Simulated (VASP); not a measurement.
Here is a VASP 6.6.1 calculation.

File POSCAR:

```
H4NF
1.0
    4.4289519500      0.0000000000      0.0000000000
   -2.2144759800      3.8355849000      0.0000000000
    0.0000000000      0.0000000000      7.1646250600
H N F
8 2 2
Direct
    0.3333333300      0.6666666700      0.2291312700
    0.6666666700      0.3333333300      0.7291312700
    0.4613533600      0.5386466400      0.4225856300
    0.9227067200      0.4613533600      0.9225856300
    0.4613533600      0.9227067200      0.4225856300
    0.5386466400      0.4613533600      0.9225856300
    0.0772932800      0.5386466400      0.4225856300
    0.5386466400      0.0772932800      0.9225856300
    0.3333333300      0.6666666700      0.3744259900
    0.6666666700      0.3333333300      0.8744259900
    0.3333333300      0.6666666700     -0.0028141300
    0.6666666700      0.3333333300      0.4971858700
```

INCAR.step1

```
PREC = Accurate
ENCUT = 520
ISMEAR = -1
SIGMA = 0.02
LREAL = False
LASPH = True
NELM = 100
NBANDS = 28
GGA = PE
ALGO = Normal
EDIFF = 1E-4
LWAVE = True
LCHARG = False
```

File INCAR.step2:

```
PREC = Accurate
ENCUT = 520
EDIFF = 1E-7
ISMEAR = -1
SIGMA = 0.02
LREAL = False
LASPH = True
NELM = 100
ALGO = Normal
ISIF = 2
LWAVE = False
LCHARG = True
METAGGA = R2SCAN
LMIXTAU = True
LELF = True
LVHAR = True
NBANDS = 28
ISTART = 1
```

Contents of KPOINTS:

```
regular mesh
0
Gamma
  6 6 4
```

Potentials or basis: VASP PAW PBE potentials, release 64 (H, N, F).

Run with:

```sh
$ cat potpaw_PBE.64/H/POTCAR potpaw_PBE.64/N/POTCAR potpaw_PBE.64/F/POTCAR > POTCAR
$ cp INCAR.step1 INCAR
$ mpirun -np 1 vasp_std > vasp.out
$ cp INCAR.step2 INCAR
$ mpirun -np 1 vasp_std > vasp.out
```

(1) Predict the pressure.

(2) What does it give for the largest force?

(3) What does it give for the band gap on the k mesh?

## Answers

(1) -0.2 GPa.

(2) 0.053 eV/Å.

(3) 6.56 eV, indirect (least direct gap 6.82 eV).

Caveat: the PAW data sets were made with another functional, which shifts forces and pressure a little.
